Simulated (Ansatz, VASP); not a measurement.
# BeCd2Se3 in VASP and in Ansatz

```
Be Cd Se
1.0
     3.70873    0.00000    0.00000
     0.00000    3.70873    0.00000
     0.00000    0.00000   11.49432
Be Cd Se
1 2 3
Direct
  0.00000 0.00000 0.00000
  0.50000 0.00000 0.40736
  0.00000 0.50000 0.59264
  0.50000 0.00000 0.65650
  0.00000 0.50000 0.34350
  0.50000 0.50000 0.00000
```

Change from the starting cell: species swapped into the Ti2CuSb3 type (P-4m2, No. 115).

Alike in both runs: task relaxation of cell and atoms; functional PBE; k mesh 6 × 6 × 2; occupations gaussian, width 0.1 eV; no spin polarisation.

|  | VASP | Ansatz |
| --- | --- | --- |
| version | VASP 6.6.1 | Ansatz 0.2.0 |
| potentials or method | VASP PAW PBE potentials, release 64 (Be, Cd, Se), cutoff 600 eV | scalar-relativistic, plane waves, PAW |
| valence electrons in the cell | 44 | 90 |

|  | VASP | Ansatz | Ansatz less VASP |
| --- | --- | --- | --- |
| gap on the k mesh at the Fermi level, each at its own relaxed structure (eV) | none | none | - |
| relaxed volume (Å³/atom) | 26.45 | 26.35 | -0.095 |
| relaxed length of the cell vector where the two differ most in proportion (Å) | 11.519 | 11.494 | -0.0242 |

A gap of «none» marks a metal or a gap that the smearing closes. VASP's potentials hold 44 valence electrons a cell and Ansatz's 90, so a difference there can come from the potentials and not from the codes.
